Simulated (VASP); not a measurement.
Here is a VASP 6.6.1 calculation.

The input INCAR:

```
SYSTEM = Ti7W
  PREC = Accurate
  ENCUT = 520
  EDIFF = 1E-6
  ISMEAR = 0
  SIGMA = 0.1
  LREAL = .FALSE.
  LASPH = .TRUE.
  NELM = 80
  ALGO = Normal
  ISIF = 2
  LWAVE = .FALSE.
  LCHARG = .TRUE.
  GGA = PE
  LELF = .TRUE.
  LVHAR = .TRUE.
  NBANDS = 59
```

Contents of KPOINTS:

```
regular mesh
0
G
  4 4 4
  0 0 0
```

File POSCAR:

```
Ti7W
1.0
   -3.2257460754      3.2257460754      3.2257460754
    3.2257460754     -3.2257460754      3.2257460754
    3.2257460754      3.2257460754     -3.2257460754
Ti W
7 1
Direct
    0.0000000000      0.5000000000      0.5000000000
    0.5000000000      0.5000000000      0.0000000000
    0.5000000000      0.0000000000      0.5000000000
    0.0000000000      0.0000000000      0.5000000000
    0.0000000000      0.5000000000      0.0000000000
    0.5000000000      0.0000000000      0.0000000000
    0.5000000000      0.5000000000      0.5000000000
    0.0000000000      0.0000000000      0.0000000000
```

Potentials or basis: VASP PAW PBE potentials, release 64 (Ti_sv, W_sv).

Launch:

```console
$ cat potpaw_PBE.64/Ti_sv/POTCAR potpaw_PBE.64/W_sv/POTCAR > POTCAR
$ mpirun -np 1 vasp_std > vasp.out
```

(1) Predict the pressure.

(2) Estimate the band gap on the k mesh.

Results:

(1) -0.2 GPa.

(2) zero (band 49 reaches 9.52 eV, above the bottom of band 50 at 8.37 eV).

Caveat: spin-orbit coupling is left out, which moves the levels of the heavy elements.
